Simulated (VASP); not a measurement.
# GaAs (I-4m2) in VASP: further runs

GaAs is run at these levels: PBE; tasks: single point.

All numbers are computed with VASP 6.6.1; they aren't measurements. Logs are shortened: lines on timing, memory, paths and dates and some standing lists are left out, and cuts for length are marked.

## 1. The cell of the first run

The structure is tetragonal, space group I-4m2 (No. 119). Conventional cell: a = 3.798 Å, b = 3.798 Å, c = 5.795 Å, α = 90.00°, β = 90.00°, γ = 90.00°. Ga (site symmetry -4m2) has 4 As at 2.39 Å within 3.2 Å. As (site symmetry -4m2) has 4 Ga at 2.39 Å within 3.2 Å.

## 2. Single point, PBE (strain -0.050 along x and y, +0.025 along z)

Input file INCAR:

```
SYSTEM = GaAs
PREC     = Accurate       ! precision mode
ENCUT    = 520            ! plane-wave cutoff, eV
EDIFF    = 1E-7           ! SCF threshold, eV
ISMEAR   = 0              ! smearing method
SIGMA    = 0.05           ! smearing width, eV
LREAL    = .False.        ! projectors in reciprocal space
LASPH    = .True.         ! aspherical terms in the spheres
NELM     = 80             ! most SCF steps
ALGO     = Normal         ! electronic algorithm
ISIF     = 2              ! what is computed and relaxed
LWAVE    = .False.        ! write WAVECAR
LCHARG   = .False.        ! write CHGCAR
GGA      = PE             ! functional
NBANDS   = 16             ! bands
```

Input file KPOINTS:

```
Automatic mesh
0
Gamma
  10 10 10
  0 0 0
```

Input file POSCAR:

```
GaAs
1.0
    0.0000000000      2.6855075000      2.8975212500
    2.6855075000      0.0000000000      2.8975212500
    2.6855075000      2.6855075000      0.0000000000
Ga As
1 1
Direct
    0.0000000000      0.0000000000      0.0000000000
    0.7500000000      0.7500000000      0.7500000000
```

Potentials or basis: VASP PAW PBE potentials, release 64 (Ga_d, As).

Started as:

```console
> cat potpaw_PBE.64/Ga_d/POTCAR potpaw_PBE.64/As/POTCAR > POTCAR
> mpirun -np 1 vasp_std > vasp.out
```

OUTCAR:

```text
SYSTEM = GaAs
   PREC = Accurate
   ENCUT = 520
   EDIFF = 1E-7
   ISMEAR = 0
   LREAL = .False.
   LASPH = .True.
   NELM = 80
   ISIF = 2
   GGA = PE

 ion  position               nearest neighbor table
   1  0.000  0.000  0.000-   2 2.39   2 2.39   2 2.39   2 2.39
   2  0.750  0.750  0.750-   1 2.39   1 2.39   1 2.39   1 2.39

  LATTYP: Found a body centered tetragonal cell.
 ALAT       =     3.7978811284
 C/A-ratio  =     1.5258620015

  Lattice vectors:

 A1 = (  -2.6855075000,   0.0000000000,   2.8975212500)
 A2 = (   2.6855075000,   0.0000000000,   2.8975212500)
 A3 = (   0.0000000000,   2.6855075000,  -2.8975212500)

Analysis of symmetry for initial positions (statically):
=====================================================================
 Subroutine PRICEL returns:
 Original cell was already a primitive cell.

 Routine SETGRP: Setting up the symmetry group for a
 body centered tetragonal supercell.

 Subroutine GETGRP returns: Found  8 space group operations
 (whereof  8 operations were pure point group operations)
 out of a pool of 16 trial point group operations.

The static configuration has the point symmetry D_2d.

Analysis of symmetry for dynamics (positions and initial velocities):
=====================================================================
 Subroutine PRICEL returns:
 Original cell was already a primitive cell.

 Routine SETGRP: Setting up the symmetry group for a
 body centered tetragonal supercell.

 Subroutine GETGRP returns: Found  8 space group operations
 (whereof  8 operations were pure point group operations)
 out of a pool of 16 trial point group operations.

The dynamic configuration has the point symmetry D_2d.

 Subroutine INISYM returns: Found  8 space group operations
 (whereof  8 operations are pure point group operations),
 and found     1 'primitive' translations

----------------------------------------------------------------------------------------

                                     Primitive cell

  volume of cell :      41.7936

  direct lattice vectors                    reciprocal lattice vectors
     0.000000000  2.685507500  2.897521250    -0.186184548  0.186184548  0.172561288
     2.685507500  0.000000000  2.897521250     0.186184548 -0.186184548  0.172561288
     2.685507500  2.685507500  0.000000000     0.186184548  0.186184548 -0.172561288

  length of vectors
     3.950642976  3.950642976  3.797881128     0.314812277  0.314812277  0.314812277

  position of ions in fractional coordinates (direct lattice)
     0.000000000  0.000000000  0.000000000
     0.750000000  0.750000000  0.750000000

  ion indices of the primitive-cell ions
   primitive index   ion index
                 1           1
                 2           2

----------------------------------------------------------------------------------------

 KPOINTS: Automatic mesh

Automatic generation of k-mesh.
 Grid dimensions read from file:
 generate k-points for:   10   10   10

 Generating k-lattice:

  Cartesian coordinates                     Fractional coordinates (reciprocal lattice)
    -0.018618455  0.018618455  0.017256129     0.100000000  0.000000000  0.000000000
     0.018618455 -0.018618455  0.017256129     0.000000000  0.100000000  0.000000000
     0.018618455  0.018618455 -0.017256129    -0.000000000 -0.000000000  0.100000000

  Length of vectors
     0.031481228  0.031481228  0.031481228

  Shift w.r.t. Gamma in fractional coordinates (k-lattice)
     0.000000000  0.000000000  0.000000000

 Subroutine IBZKPT returns following result:
 ===========================================

 Found    102 irreducible k-points:

 Following reciprocal coordinates:
            Coordinates               Weight
  0.000000  0.000000  0.000000      1.000000
  0.100000  0.000000  0.000000      8.000000
  0.200000  0.000000  0.000000      8.000000
  0.300000 -0.000000  0.000000      8.000000
  0.400000  0.000000  0.000000      8.000000
  0.500000  0.000000  0.000000      4.000000
[... 16 lines left out ...]
  0.300000  0.300000  0.000000      2.000000
  0.400000  0.300000  0.000000      8.000000
 [... further k-points ...]
   k-points           NKPTS =    102   k-points in BZ     NKDIM =    102   number of bands    NBANDS=     16
   number of dos      NEDOS =    301   number of ions     NIONS =      2
   total plane-waves  NPLWV =  25200
   dimension x,y,z NGX =    30 NGY =   30 NGZ =   28
   dimension x,y,z NGXF=    60 NGYF=   60 NGZF=   56
   ions per type =               1   1
   NGX,Y,Z   is equivalent  to a cutoff of  12.62, 12.62, 12.26 a.u.
   NGXF,Y,Z  is equivalent  to a cutoff of  25.25, 25.25, 24.51 a.u.
 SYSTEM =  GaAs
   PREC   = accura    normal or accurate (medium, high low for compatibility)
   ISTART =      0    job   : 0-new  1-cont  2-samecut
   ICHARG =      2    charge: 1-file 2-atom 10-const
   ISPIN  =      1    spin polarized calculation?
   LNONCOLLINEAR =      F non collinear calculations
   LSORBIT =      F    spin-orbit coupling
   LASPH  =      T    aspherical Exc in radial PAW
   ENCUT  =  520.0 eV  38.22 Ry    6.18 a.u.   7.35  7.35  7.06*2*pi/ulx,y,z
   NELM   =     80;   NELMIN=  2; NELMDL= -5     # of ELM steps
   EDIFF  = 0.1E-06   stopping-criterion for ELM
   LREAL  =      F    real-space projection
   EDIFFG = 0.1E-05   stopping-criterion for IOM
   NSW    =      0    number of steps for IOM
   IBRION =     -1    ionic relax: 0-MD 1-quasi-New 2-CG
   NFREE  =      0    steps in history (QN), initial steepest desc. (CG)
   ISIF   =      2    stress and relaxation
   ISYM   =      2    0-nonsym 1-usesym 2-fastsym
   POTIM  = 0.5000    time-step for ionic-motion
   TEBEG  =    0.0;   TEEND  =   0.0 temperature during run
   PSTRESS=    0.0 pullay stress
   NELECT =      18.0000    total number of electrons
   NUPDOWN=      -1.0000    fix difference up-down
   EMIN   =  10.00;   EMAX   =-10.00  energy-range for DOS
   EFERMI =   0.00;   METHOD = LEGACY
   ISMEAR =     0;   SIGMA  =   0.05  broadening in eV -4-tet -1-fermi 0-gaus
   EFERMI_NEDOS =   21; number of points for ismear=-14 and -15
   IALGO  =     38    algorithm
   IMIX   =      4    mixing-type and parameters
     AMIX     =   0.40;   BMIX     =  1.00
     AMIX_MAG =   1.60;   BMIX_MAG =  1.00
  volume/ion in A,a.u.               =      20.90       141.02
  Fermi-wavevector in a.u.,A,eV,Ry     =   1.236315  2.336297 20.796169  1.528475
  Thomas-Fermi vector in A             =   2.370929
   LORBIT       =      0    0 simple, 1 ext, 2 COOP (PROOUT), +10 PAW based schemes
   GGA     = PE    functional components
   LHFCALC =     F    Hartree Fock is set to
   AEXX    =    0.0000 exact exchange contribution
   IVDW    =     0    specifies the selected vdW correction
   LEPSILON=     F    determine dielectric tensor
   LRPA    =     F    only Hartree local field effects (RPA)
 non-spin polarized calculation
 Gauss-broadening in eV      SIGMA  =   0.05
  energy-cutoff  :      520.00
  volume of cell :       41.79
 maximum number of plane-waves:      1138
 NGX is ok and might be reduce to    30
   NGX = 15   NGY = 15   NGZ = 15

 number of electron      18.0000008 magnetization

 Free energy of the ion-electron system (eV)
  ---------------------------------------------------
  ext. energy  EPLUGINS =         0.00000000
  ---------------------------------------------------
  free energy    TOTEN  =        -8.07472704 eV

  energy without entropy =       -8.07472704  energy(sigma->0) =       -8.07472704

 E-fermi :   5.1404     XC(G=0):  -9.9499

 val. band max:        4.8690206086   @ k =   0.0000   0.0000   0.0000
 cond. band min:       5.7693645555   @ k =   0.0000   0.0000   0.0000
 fundamental gap:      0.9003439468
 Fermi energy:         5.1404272474

 k-point     1 :       0.0000    0.0000    0.0000
  band No.  band energies     occupation
      1     -10.2884      2.00000
      2     -10.2677      2.00000
      3     -10.2677      2.00000
      4     -10.1800      2.00000
      5     -10.1746      2.00000
      6      -8.6054      2.00000
[... 8 lines left out ...]
     15      14.1110      0.00000
     16      15.2529      0.00000

 k-point     2 :       0.1000    0.0000    0.0000
  band No.  band energies     occupation
      1     -10.2930      2.00000
      2     -10.2733      2.00000
      3     -10.2648      2.00000
      4     -10.1806      2.00000
      5     -10.1739      2.00000
      6      -8.4730      2.00000
[... 8 lines left out ...]
     15      13.6018      0.00000
     16      14.9053      0.00000

 k-point     3 :       0.2000    0.0000    0.0000
  band No.  band energies     occupation
      1     -10.3194      2.00000
      2     -10.2703      2.00000
      3     -10.2577      2.00000
      4     -10.1818      2.00000
      5     -10.1718      2.00000
      6      -8.0938      2.00000
[... 8 lines left out ...]
     15      14.1394      0.00000
     16      14.2289      0.00000

 k-point     4 :       0.3000   -0.0000    0.0000
  band No.  band energies     occupation
      1     -10.3514      2.00000
      2     -10.2631      2.00000
      3     -10.2502      2.00000
      4     -10.1821      2.00000
      5     -10.1681      2.00000
      6      -7.5230      2.00000
[... 8 lines left out ...]
     15      14.2581      0.00000
     16      14.4867      0.00000
[... 324 lines left out ...]
 k-point    22 :      -0.2000    0.2000    0.0000
  band No.  band energies     occupation
      1     -10.3596      2.00000
      2     -10.2577      2.00000
      3     -10.2462      2.00000
      4     -10.1874      2.00000
      5     -10.1678      2.00000
      6      -7.2879      2.00000
[... 8 lines left out ...]
     15      15.4463      0.00000
     16      16.2048      0.00000

 k-point    23 :       0.3000    0.3000    0.0000
  band No.  band energies     occupation
      1     -10.3817      2.00000
      2     -10.2296      2.00000
      3     -10.2296      2.00000
      4     -10.1876      2.00000
      5     -10.1725      2.00000
      6      -7.2762      2.00000
[... 8 lines left out ...]
     15      17.1393      0.00000
     16      17.2073      0.00000

 k-point    24 :       0.4000    0.3000    0.0000
  band No.  band energies     occupation
      1     -10.3944      2.00000
      2     -10.2259      2.00000
      3     -10.2224      2.00000
      4     -10.1891      2.00000
      5     -10.1718      2.00000
      6      -6.8003      2.00000
[... 8 lines left out ...]
     15      17.5527      0.00000
     16      17.7363      0.00000

 [... further k-points ...]
[... 5 lines left out ...]
  --------------------------------------------------------------------------------------
  -------------------------------------------------------------------------------------
  Total        3.1749832      3.1749832      1.8090948      0.0000000      0.0000000      0.0000000
  in kB      121.7145925    121.7145925     69.3525670      0.0000000      0.0000000      0.0000000
  external PRESSURE =     104.2605840 kB  Pullay stress =       0.0000000 kB

 VOLUME and BASIS-vectors are now :
 -----------------------------------------------------------------------------
  energy-cutoff  :      520.00
  volume of cell :       41.79
      direct lattice vectors                 reciprocal lattice vectors
     0.000000000  2.685507500  2.897521250    -0.186184548  0.186184548  0.172561288
     2.685507500  0.000000000  2.897521250     0.186184548 -0.186184548  0.172561288
     2.685507500  2.685507500  0.000000000     0.186184548  0.186184548 -0.172561288

 POSITION                                       TOTAL-FORCE (eV/Angst)
 -----------------------------------------------------------------------------------
      0.00000      0.00000      0.00000        -0.000000     -0.000000     -0.000000
      4.02826      4.02826      4.34628         0.000000      0.000000      0.000000
 -----------------------------------------------------------------------------------
    total drift:                               -0.000006     -0.000006     -0.000002

  FREE ENERGIE OF THE ION-ELECTRON SYSTEM (eV)
  ---------------------------------------------------
  free  energy   TOTEN  =        -8.0747270445 eV

  energy  without entropy=       -8.0747270445  energy(sigma->0) =       -8.07472704
```

Wall time 1.7 min (1 thread of AMD EPYC 7R43 (Zen 3), shared host); peak memory 0.18 GiB.

What came out:

```
Free energy            : -8.0747 eV
Pressure               : 10.4 GPa
Band gap on the k mesh : 0.90 eV, direct
```

Levels at points of the mesh, in eV from the valence-band top:
```tsv
k point	band 6	band 7	band 8	band 9	band 10	band 11	band 12	band 13
(0.00, 0.00, 0.00)	-13.47	-0.52	0.00	0.00	0.90	3.54	3.54	3.74
(0.50, 0.00, 0.00)	-11.45	-7.25	-1.78	-1.07	0.93	4.34	4.78	7.70
(0.50, 0.50, 0.00)	-10.84	-7.69	-2.75	-2.75	1.51	1.94	10.59	10.59
(0.50, 0.00, 0.50)	-10.50	-7.19	-3.32	-3.27	0.97	1.19	10.06	10.45
```

Caveat: the cell differs from its parent crystal (strain -0.050 along x and y, +0.025 along z). A k mesh can miss the band edges.

## 3. Single point, PBE (strain -0.050 along x and y, +0.050 along z)

INCAR: that of step 2 with these lines changed.

```diff
@@ -8,3 +8,3 @@
 LASPH    = .True.         ! aspherical terms in the spheres
-NELM     = 80             ! most SCF steps
+NELM     = 100            ! most SCF steps
 ALGO     = Normal         ! electronic algorithm
@@ -12,4 +12,6 @@
 LWAVE    = .False.        ! write WAVECAR
-LCHARG   = .False.        ! write CHGCAR
+LCHARG   = .True.         ! write CHGCAR
 GGA      = PE             ! functional
+LELF     = .True.         ! ELF
+LVHAR    = .True.       
 NBANDS   = 16             ! bands
```

KPOINTS is that of step 2.

Input file POSCAR:

```
GaAs
1.0
    0.0000000000      2.6855075000      2.9681925000
    2.6855075000      0.0000000000      2.9681925000
    2.6855075000      2.6855075000      0.0000000000
Ga As
1 1
Direct
    0.0000000000      0.0000000000      0.0000000000
    0.7500000000      0.7500000000      0.7500000000
```

Potentials or basis: VASP PAW PBE potentials, release 64 (Ga_d, As).

Started as:

```console
> cat potpaw_PBE.64/Ga_d/POTCAR potpaw_PBE.64/As/POTCAR > POTCAR
> mpirun -np 1 vasp_std > vasp.out
```

Run time: 1.9 min. Hardware: 1 thread of AMD EPYC 7R43 (Zen 3), shared host; peak memory 0.18 GiB.

It converged, with:

| Property | Result |
| --- | --- |
| Free energy | -8.1066 eV |
| Pressure | 7.9 GPa |
| Band gap on the k mesh | 0.61 eV, direct |

Stress tensor (GPa, compression positive):
```
10.33  0.00  0.00
 0.00 10.33  0.00
 0.00  0.00  3.15
```

Levels at points of the mesh, in eV from the valence-band top:
```tsv
k point	band 5	band 6	band 7	band 8	band 9	band 10	band 11	band 12	band 13	band 14
(0.00, 0.00, 0.00)	-15.06	-13.33	-0.70	0.00	0.00	0.61	3.48	3.48	3.75	7.52
(0.50, 0.00, 0.00)	-15.04	-11.39	-7.16	-1.90	-0.98	0.72	4.30	4.81	7.67	10.32
(0.50, 0.50, 0.00)	-15.06	-10.88	-7.71	-2.60	-2.60	1.62	2.05	10.30	10.30	10.63
(0.50, 0.00, 0.50)	-15.04	-10.45	-7.07	-3.33	-3.26	0.92	1.09	9.57	10.03	11.06
```

Caveat: the cell differs from its parent crystal (strain -0.050 along x and y, +0.050 along z). A k mesh can miss the band edges.

(Part 1 of 2 ends here.)
